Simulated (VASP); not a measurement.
# CaO (Fm-3m) in VASP: further runs

The runs below take CaO through single point, with PBE.

Everything below comes from runs of VASP 6.6.1. Logs are shortened: lines on timing, memory, paths and dates and some standing lists are left out, and cuts for length are marked.

## 1. The cell of the first run

It takes space group Fm-3m (No. 225, cubic). The conventional cell has a = 4.679 Å, b = 4.679 Å, c = 4.679 Å, α = 90.00°, β = 90.00°, γ = 90.00°. Ca (site symmetry m-3m) has 6 O at 2.34 Å within 3.1 Å. Within 3.1 Å of O (site symmetry m-3m) lie 6 Ca at 2.34 Å.

## 2. Single point, PBE

File INCAR:

```
SYSTEM = CaO
PREC = Accurate ; ENCUT = 600
EDIFF = 1E-6 ; ISMEAR = 0
SIGMA = 0.01 ; LREAL = .FALSE.
LASPH = .TRUE. ; NELM = 120
ALGO = Normal ; ISIF = 2
LWAVE = .FALSE. ; LCHARG = .FALSE.
GGA = PE ; NBANDS = 15
GGA_COMPAT = .FALSE.
```

File KPOINTS:

```
regular mesh
0
G
  4 4 4
  0 0 0
```

File POSCAR:

```
CaO
1.0
    0.0000000000      2.3395624215      2.3395624215
    2.3395624215      0.0000000000      2.3395624215
    2.3395624215      2.3395624215      0.0000000000
Ca O
1 1
Direct
    0.0000000000      0.0000000000      0.0000000000
    0.5000000000      0.5000000000      0.5000000000
```

Potentials or basis: VASP PAW PBE potentials, release 64 (Ca_sv, O).

Started as:

```bash
$ cat potpaw_PBE.64/Ca_sv/POTCAR potpaw_PBE.64/O/POTCAR > POTCAR
$ mpirun -np 1 vasp_std > vasp.out
```

OUTCAR:

```text
SYSTEM = CaO
   PREC = Accurate
   ENCUT = 600
   EDIFF = 1E-6
   ISMEAR = 0
   LREAL = .FALSE.
   LASPH = .TRUE.
   NELM = 120
   ISIF = 2
   GGA = PE

 ion  position               nearest neighbor table
   1  0.000  0.000  0.000-   2 2.34   2 2.34   2 2.34   2 2.34   2 2.34   2 2.34
   2  0.500  0.500  0.500-   1 2.34   1 2.34   1 2.34   1 2.34   1 2.34   1 2.34

  LATTYP: Found a face centered cubic cell.
 ALAT       =     4.6791248430

  Lattice vectors:

 A1 = (   0.0000000000,   2.3395624215,   2.3395624215)
 A2 = (   2.3395624215,   0.0000000000,   2.3395624215)
 A3 = (   2.3395624215,   2.3395624215,   0.0000000000)

Analysis of symmetry for initial positions (statically):
=====================================================================
 Subroutine PRICEL returns:
 Original cell was already a primitive cell.

 Routine SETGRP: Setting up the symmetry group for a
 face centered cubic supercell.

 Subroutine GETGRP returns: Found 48 space group operations
 (whereof 48 operations were pure point group operations)
 out of a pool of 48 trial point group operations.

The static configuration has the point symmetry O_h .

Analysis of symmetry for dynamics (positions and initial velocities):
=====================================================================
 Subroutine PRICEL returns:
 Original cell was already a primitive cell.

 Routine SETGRP: Setting up the symmetry group for a
 face centered cubic supercell.

 Subroutine GETGRP returns: Found 48 space group operations
 (whereof 48 operations were pure point group operations)
 out of a pool of 48 trial point group operations.

The dynamic configuration has the point symmetry O_h .

 Subroutine INISYM returns: Found 48 space group operations
 (whereof 48 operations are pure point group operations),
 and found     1 'primitive' translations

----------------------------------------------------------------------------------------

                                     Primitive cell

  volume of cell :      25.6114

  direct lattice vectors                    reciprocal lattice vectors
     0.000000000  2.339562422  2.339562422    -0.213715178  0.213715178  0.213715178
     2.339562422  0.000000000  2.339562422     0.213715178 -0.213715178  0.213715178
     2.339562422  2.339562422  0.000000000     0.213715178  0.213715178 -0.213715178

  length of vectors
     3.308640907  3.308640907  3.308640907     0.370165547  0.370165547  0.370165547

  position of ions in fractional coordinates (direct lattice)
     0.000000000  0.000000000  0.000000000
     0.500000000  0.500000000  0.500000000

  ion indices of the primitive-cell ions
[... 71 lines left out ...]
   EMIN   =  10.00;   EMAX   =-10.00  energy-range for DOS
   EFERMI =   0.00;   METHOD = LEGACY
   ISMEAR =     0;   SIGMA  =   0.01  broadening in eV -4-tet -1-fermi 0-gaus
   EFERMI_NEDOS =   21; number of points for ismear=-14 and -15
   IALGO  =     38    algorithm
   IMIX   =      4    mixing-type and parameters
     AMIX     =   0.40;   BMIX     =  1.00
     AMIX_MAG =   1.60;   BMIX_MAG =  1.00
  volume/ion in A,a.u.               =      12.81        86.42
  Fermi-wavevector in a.u.,A,eV,Ry     =   1.399491  2.644655 26.648041  1.958576
  Thomas-Fermi vector in A             =   2.522545
   LORBIT       =      0    0 simple, 1 ext, 2 COOP (PROOUT), +10 PAW based schemes
   GGA     = PE    functional components
   LHFCALC =     F    Hartree Fock is set to
   AEXX    =    0.0000 exact exchange contribution
   IVDW    =     0    specifies the selected vdW correction
   LEPSILON=     F    determine dielectric tensor
   LRPA    =     F    only Hartree local field effects (RPA)
 non-spin polarized calculation
 Gauss-broadening in eV      SIGMA  =   0.01
  energy-cutoff  :      600.00
  volume of cell :       25.61
 maximum number of plane-waves:       876
 NGX is ok and might be reduce to    28
   NGX = 13   NGY = 13   NGZ = 13

 number of electron      16.0000001 magnetization

 Free energy of the ion-electron system (eV)
  ---------------------------------------------------
  ext. energy  EPLUGINS =         0.00000000
  ---------------------------------------------------
  free energy    TOTEN  =       -12.69777992 eV

  energy without entropy =      -12.69777992  energy(sigma->0) =      -12.69777992

 E-fermi :   2.9257     XC(G=0): -10.8733

 val. band max:        2.8355780170   @ k =   0.0000   0.0000   0.0000
 cond. band min:       6.4240518948   @ k =   0.5000   0.5000   0.0000
 fundamental gap:      3.5884738778
 Fermi energy:         2.9257122822

 k-point     1 :       0.0000    0.0000    0.0000
  band No.  band energies     occupation
      1     -34.4960      2.00000
      2     -15.1905      2.00000
      3     -15.1905      2.00000
      4     -15.1905      2.00000
      5     -12.8553      2.00000
      6       2.8356      2.00000
      7       2.8356      2.00000
      8       2.8356      2.00000
      9       8.2302      0.00000
     10       9.2411      0.00000
     11       9.2411      0.00000
     12       9.2411      0.00000
     13      10.8905      0.00000
     14      10.8905      0.00000
[... 113 lines left out ...]
      2     -15.8078      2.00000
      3     -15.7381      2.00000
      4     -15.7381      2.00000
      5     -12.0548      2.00000
      6       1.4142      2.00000
      7       1.7836      2.00000
      8       1.7836      2.00000
      9       9.3874      0.00000
     10       9.3874      0.00000
     11      11.7864      0.00000
     12      12.9178      0.00000
     13      13.4264      0.00000
     14      17.8071      0.00000
     15      17.9409      0.00000

------------------------ aborting loop because EDIFF is reached ----------------------------------------

  FORCE on cell =-STRESS in cart. coord.  units (eV):
  Direction    XX          YY          ZZ          XY          YZ          ZX
  --------------------------------------------------------------------------------------
  -------------------------------------------------------------------------------------
  Total        2.1105259      2.1105259      2.1105259      0.0000000      0.0000000      0.0000000
  in kB      132.0284033    132.0284033    132.0284033      0.0000000      0.0000000      0.0000000
  external PRESSURE =     132.0284033 kB  Pullay stress =       0.0000000 kB

 VOLUME and BASIS-vectors are now :
 -----------------------------------------------------------------------------
  energy-cutoff  :      600.00
  volume of cell :       25.61
      direct lattice vectors                 reciprocal lattice vectors
     0.000000000  2.339562422  2.339562422    -0.213715178  0.213715178  0.213715178
     2.339562422  0.000000000  2.339562422     0.213715178 -0.213715178  0.213715178
     2.339562422  2.339562422  0.000000000     0.213715178  0.213715178 -0.213715178

 POSITION                                       TOTAL-FORCE (eV/Angst)
 -----------------------------------------------------------------------------------
      0.00000      0.00000      0.00000        -0.000000     -0.000000      0.000000
      2.33956      2.33956      2.33956         0.000000      0.000000     -0.000000
 -----------------------------------------------------------------------------------
    total drift:                                0.000000      0.000000      0.000000

  FREE ENERGIE OF THE ION-ELECTRON SYSTEM (eV)
  ---------------------------------------------------
  free  energy   TOTEN  =       -12.6977799202 eV

  energy  without entropy=      -12.6977799202  energy(sigma->0) =      -12.69777992
```

OSZICAR:

```text
N       E                     dE             d eps       ncg     rms          rms(c)
DAV:   1     0.131815506072E+03    0.13182E+03   -0.89200E+03   240   0.121E+03
DAV:   2    -0.945952241982E+01   -0.14128E+03   -0.13323E+03   324   0.307E+02
DAV:   3    -0.143345424480E+02   -0.48750E+01   -0.48591E+01   282   0.591E+01
DAV:   4    -0.144311999984E+02   -0.96658E-01   -0.96636E-01   335   0.826E+00
DAV:   5    -0.144335795549E+02   -0.23796E-02   -0.23796E-02   275   0.108E+00    0.860E+00
DAV:   6    -0.127565610245E+02    0.16770E+01   -0.47696E+00   262   0.219E+01    0.333E+00
DAV:   7    -0.127021366830E+02    0.54424E-01   -0.38951E-01   289   0.659E+00    0.178E+00
DAV:   8    -0.126996127170E+02    0.25240E-02   -0.74642E-02   296   0.294E+00    0.474E-01
DAV:   9    -0.126972464569E+02    0.23663E-02   -0.55746E-03   268   0.688E-01    0.107E-01
DAV:  10    -0.126978019738E+02   -0.55552E-03   -0.61786E-04   268   0.239E-01    0.348E-02
DAV:  11    -0.126977810636E+02    0.20910E-04   -0.62165E-05   296   0.866E-02    0.841E-03
DAV:  12    -0.126977798898E+02    0.11738E-05   -0.70939E-06   261   0.288E-02    0.126E-03
DAV:  13    -0.126977799202E+02   -0.30435E-07   -0.27013E-07   204   0.495E-03
   1 F= -.12697780E+02 E0= -.12697780E+02  d E =-.137859E-38
```

Wall time 4.8 s (1 thread of Intel Xeon 6975P-C (Granite Rapids), shared host); peak memory 0.15 GiB.

What came out:

```yaml
Free_energy: -12.6978 eV
Pressure: 13.2 GPa
Band_gap_on_the_k_mesh: 3.59 eV, indirect (least direct gap 3.94 eV)
```

Levels at points of the mesh, in eV from the valence-band top:
```tsv
k point	band 4	band 5	band 6	band 7	band 8	band 9	band 10	band 11	band 12	band 13
(0.00, 0.00, 0.00)	-18.03	-15.69	0.00	0.00	0.00	5.39	6.41	6.41	6.41	8.05
(0.50, 0.00, 0.00)	-18.09	-14.12	-2.84	-1.38	-1.38	7.43	8.79	8.79	9.14	11.10
(0.50, 0.50, 0.00)	-18.32	-15.46	-1.25	-0.35	-0.35	3.59	8.65	9.35	10.08	10.08
```

Caveat: the k points lie up to 0.58 Å⁻¹ apart.

## 3. Single point, PBE

This run uses another cell than the first one, of 13.36 Å³/atom, 1.043 times its volume.

File INCAR:

```
SYSTEM = CaO
PREC = Accurate ; ENCUT = 600
EDIFF = 1E-6 ; ISMEAR = 0
SIGMA = 0.01 ; LREAL = .False.
LASPH = .True. ; NELM = 120
ALGO = Normal ; ISIF = 2
LWAVE = .False. ; LCHARG = .False.
GGA = PE ; NBANDS = 15
GGA_COMPAT = .False.
```

File KPOINTS:

```
Automatic mesh
0
Gamma
  4 4 4
  0 0 0
```

File POSCAR:

```
CaO
1.0
    0.0000000000      2.3729892579      2.3729892579
    2.3729892579      0.0000000000      2.3729892579
    2.3729892579      2.3729892579      0.0000000000
Ca O
1 1
Direct
    0.0000000000      0.0000000000      0.0000000000
    0.5000000000      0.5000000000      0.5000000000
```

Potentials or basis: VASP PAW PBE potentials, release 64 (Ca_sv, O).

Started as:

```bash
$ cat potpaw_PBE.64/Ca_sv/POTCAR potpaw_PBE.64/O/POTCAR > POTCAR
$ mpirun -np 1 vasp_std > vasp.out
```

Wall time 3.8 s (1 thread of Intel Xeon 6975P-C (Granite Rapids), shared host); peak memory 0.15 GiB.

Results (log left out):

```
Free energy            : -12.7687 eV
Pressure               : 6.9 GPa
Band gap on the k mesh : 3.61 eV, indirect (least direct gap 3.98 eV)
```

Levels at points of the mesh, in eV from the valence-band top:
| k point | band 6 | band 7 | band 8 | band 9 | band 10 | band 11 |
| --- | --- | --- | --- | --- | --- | --- |
| (0.00, 0.00, 0.00) | 0.00 | 0.00 | 0.00 | 5.02 | 6.31 | 6.31 |
| (0.50, 0.00, 0.00) | -2.73 | -1.28 | -1.28 | 7.22 | 8.55 | 8.55 |
| (0.50, 0.50, 0.00) | -1.28 | -0.37 | -0.37 | 3.61 | 8.32 | 9.10 |

Caveat: the k points lie up to 0.57 Å⁻¹ apart. A k mesh can miss the band edges.

[end of part 1 of 2]
